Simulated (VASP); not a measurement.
Write the native input for VASP 6.6.1 that does the following.

| Quantity | Value |
| --- | --- |
| Task | relaxation of cell and atoms |
| Functional | LDA |
| Potentials or basis | VASP PAW LDA potentials, release 64 (Y_sv, Si, Os) |
| Cutoff | 600 eV |
| k mesh | 12 × 12 × 12 |
| Occupations | gaussian, width 0.1 eV |
| Spin | no spin polarisation |
| Dipole correction | no |
| Further INCAR settings | ALGO = Normal; EDIFF = 1e-07; IBRION = 2; EDIFFG = -0.005; NSW = 100; ISIF = 3 |

The structure of YSi2Os2 lies in POSCAR:

```
YSi2Os2
1.0
   -2.0586132800      2.0586132800      4.7558986683
    2.0586132800     -2.0586132800      4.7558986683
    2.0586132800      2.0586132800     -4.7558986683
Y Si Os
1 2 2
Direct
    0.0000000000      0.0000000000      0.0000000000
    0.3716867381      0.3716867381      0.0000000000
    0.6283132619      0.6283132619      0.0000000000
    0.7500000000      0.2500000000      0.5000000000
    0.2500000000      0.7500000000      0.5000000000
```

These files were run (other wordings do the same):

INCAR

```
ALGO = Normal
EDIFF = 1E-7
EDIFFG = -0.005
ENCUT = 600
GGA = CA
IBRION = 2
ISIF = 3
ISMEAR = 0
LASPH = True
LCHARG = False
LREAL = False
LWAVE = False
NELM = 100
NSW = 100
PREC = Accurate
SIGMA = 0.1
```

KPOINTS

```
k-points
0
Gamma
  12 12 12
```

Potentials or basis: VASP PAW LDA potentials, release 64 (Y_sv, Si, Os).

Run with:

```sh
$ cat potpaw_LDA.64/Y_sv/POTCAR potpaw_LDA.64/Si/POTCAR potpaw_LDA.64/Os/POTCAR > POTCAR
$ mpirun -np 1 vasp_std > vasp.out
```

It gave:

The relaxed volume is 16.16 Å³/atom and the relaxed cell is a = 5.593 Å, b = 5.593 Å, c = 5.593 Å, α = 136.85°, β = 136.85°, γ = 62.68°. The space group after relaxing (to 0.1 Å) is I4/mmm (No. 139), the energy gained by relaxing is 0.5 meV/atom and the ionic steps are 7. The pressure after relaxing is 0.0 GPa. The band gap on the k mesh is zero (an odd number of electrons rules out a gap without spin polarisation).

Caveat: spin-orbit coupling is left out, which moves the levels of the heavy elements.

Run time: 19 min on 1 thread of Intel(R) Xeon(R) 6975P-C (Granite Rapids), with other jobs on the host, peak memory 0.61 GiB.
